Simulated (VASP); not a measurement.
# Bi (R-3m) in VASP: further runs, part 2 of 2

VASP 6.6.1.

### Step 3. Electric field gradients, PBE (35.03 Å³/atom)

INCAR

```
PREC = Accurate
ENCUT = 520
EDIFF = 1E-8
ISMEAR = -1
SIGMA = 0.03
LREAL = F
LASPH = T
NELM = 100
ALGO = Normal
ISIF = 2
LWAVE = F
LCHARG = F
GGA = PE
LEFG = T
NBANDS = 22
```

KPOINTS

```
regular mesh
0
Gamma
  11 11 11
```

POSCAR

```
Bi
1.0
    2.2653976160      1.3079279234      3.9407758210
   -2.2653976160      1.3079279234      3.9407758210
    0.0000000000     -2.6158558468      3.9407758210
Bi
2
Direct
    0.2338900000      0.2338900000      0.2338900000
    0.7661100000      0.7661100000      0.7661100000
```

Potentials or basis: VASP PAW PBE potentials, release 64 (Bi_d).

Run with:

```console
cat potpaw_PBE.64/Bi_d/POTCAR > POTCAR
mpirun -np 1 vasp_std > vasp.out
```

OUTCAR:

```text
PREC = Accurate
   ENCUT = 520
   EDIFF = 1E-8
   ISMEAR = -1
   LREAL = F
   LASPH = T
   NELM = 100
   ISIF = 2
   GGA = PE

 ion  position               nearest neighbor table
   1  0.234  0.234  0.234-   2 3.06   2 3.06   2 3.06   2 3.52   2 3.52   2 3.52
   2  0.766  0.766  0.766-   1 3.06   1 3.06   1 3.06   1 3.52   1 3.52   1 3.52

  LATTYP: Found a trigonal (rhomboedric) cell.
 ALAT       =     4.7299488245
 COS(alpha) =     0.5412184017

  Lattice vectors:

 A1 = (   2.2653976160,   1.3079279234,   3.9407758210)
 A2 = (  -2.2653976160,   1.3079279234,   3.9407758210)
 A3 = (   0.0000000000,  -2.6158558468,   3.9407758210)

Analysis of symmetry for initial positions (statically):
=====================================================================
 Subroutine PRICEL returns:
 Original cell was already a primitive cell.

 Routine SETGRP: Setting up the symmetry group for a
 trigonal (rhombohedral) supercell.

 Subroutine GETGRP returns: Found 12 space group operations
 (whereof 12 operations were pure point group operations)
 out of a pool of 12 trial point group operations.

The static configuration has the point symmetry D_3d.

Analysis of symmetry for dynamics (positions and initial velocities):
=====================================================================
 Subroutine PRICEL returns:
 Original cell was already a primitive cell.

 Routine SETGRP: Setting up the symmetry group for a
 trigonal (rhombohedral) supercell.

 Subroutine GETGRP returns: Found 12 space group operations
 (whereof 12 operations were pure point group operations)
 out of a pool of 12 trial point group operations.

[... 147 lines left out ...]
 E-fermi :   6.3722     XC(G=0):  -9.5496

 val. band max:        6.3617657248   @ k =   0.3636   0.1818   0.1818
 cond. band min:       6.5381130628   @ k =   0.4545   0.0909   0.0909
 fundamental gap:      0.1763473380
 Fermi energy:         6.3722294989

 k-point     1 :       0.0000    0.0000    0.0000
  band No.  band energies     occupation
      1     -16.5490      2.00000
      2     -16.5490      2.00000
      3     -16.3958      2.00000
      4     -16.3958      2.00000
      5     -16.3786      2.00000
      6     -16.2074      2.00000
[... 589 lines left out ...]
     21      14.3920      0.00000
     22      14.8502      0.00000

 [... further k-points ...]
[... 5 lines left out ...]
  --------------------------------------------------------------------------------------
  -------------------------------------------------------------------------------------
  Total        0.9758369      0.9758369      0.9903104      0.0000000     -0.0000000      0.0000000
  in kB       22.3165270     22.3165270     22.6475218      0.0000000     -0.0000000      0.0000000
  external PRESSURE =      22.4268586 kB  Pullay stress =       0.0000000 kB

 VOLUME and BASIS-vectors are now :
 -----------------------------------------------------------------------------
  energy-cutoff  :      520.00
  volume of cell :       70.06
      direct lattice vectors                 reciprocal lattice vectors
     2.265397616  1.307927923  3.940775821     0.220711806  0.127428021  0.084585713
    -2.265397616  1.307927923  3.940775821    -0.220711806  0.127428021  0.084585713
     0.000000000 -2.615855847  3.940775821     0.000000000 -0.254856042  0.084585713

 POSITION                                       TOTAL-FORCE (eV/Angst)
 -----------------------------------------------------------------------------------
      0.00000      0.00000      2.76512         0.000000      0.000000      0.246084
      0.00000      0.00000      9.05720         0.000000     -0.000000     -0.246084
 -----------------------------------------------------------------------------------
    total drift:                                0.000000     -0.000000      0.000000

  FREE ENERGIE OF THE ION-ELECTRON SYSTEM (eV)
  ---------------------------------------------------
  free  energy   TOTEN  =        -7.7514247287 eV

  energy  without entropy=       -7.7508197656  energy(sigma->0) =       -7.75112225

 Electric field gradients (V/A^2)
---------------------------------------------------------------------
 ion       V_xx      V_yy      V_zz      V_xy      V_xz      V_yz
---------------------------------------------------------------------
   1      17.124    17.124   -34.247    -0.000     0.000     0.000
   2      17.124    17.124   -34.247    -0.000     0.000     0.000
---------------------------------------------------------------------

 Electric field gradients after diagonalization (V/A^2)
 (convention: |V_zz| > |V_xx| > |V_yy|)
----------------------------------------------------------------------
 ion       V_xx      V_yy      V_zz     asymmetry (V_yy - V_xx)/ V_zz
----------------------------------------------------------------------
   1      17.124    17.124   -34.247       0.000
   2      17.124    17.124   -34.247       0.000
----------------------------------------------------------------------

           NMR quadrupolar parameters

 Cq : quadrupolar parameter    Cq=e*Q*V_zz/h
 eta: asymmetry parameters     (V_yy - V_xx)/ V_zz
 Q  : nuclear electric quadrupole moment in mb (millibarn)
----------------------------------------------------------------------
 ion       Cq(MHz)       eta       Q (mb)
----------------------------------------------------------------------
   1      -0.083       0.000       1.000
   2      -0.083       0.000       1.000
----------------------------------------------------------------------
```

stdout:

```text
POSCAR found type information on POSCAR Bi
 POSCAR found :  1 types and       2 ions
 scaLAPACK will be used
 LDA part: xc-table for (Slater+PW92), standard interpolation
 POSCAR, INCAR and KPOINTS ok, starting setup
 FFT: planning ... GRIDC
 FFT: planning ... GRID_SOFT
 FFT: planning ... GRID
 WAVECAR not read
 entering main loop
ion   1

ion   2
```

Run time: 1.9 min. Hardware: 1 thread of Intel Xeon Platinum 8488C (Sapphire Rapids), shared host; peak memory 0.32 GiB.

What came out:

| Quantity | Value |
| --- | --- |
| Free energy | -7.7514 eV |
| Pressure | 2.2 GPa |
| Largest force | 0.246 eV/Å |
| Band gap on the k mesh | zero (bands 15 and 16 overlap by 0.06 eV) |
| Largest electric field gradient by atom | Bi -34.2 V/Å² |

Forces on the atoms (eV/Å):
```
Bi   0.000  0.000  0.246
Bi   0.000  0.000 -0.246
```

Electric field gradients, principal values (V/Å²):
| atom | least | middle | greatest (by size) |
| --- | --- | --- | --- |
| 1 Bi | 17.124 | 17.124 | -34.247 |
| 2 Bi | 17.124 | 17.124 | -34.247 |

Caveat: without QUAD_EFG the Cq values of the log hold for a quadrupole moment of 1 mb, not for the nuclei; spin-orbit coupling is left out, which moves the levels of the heavy elements.

The gap in the log of VASP goes by the Fermi energy; the results here count the filled bands.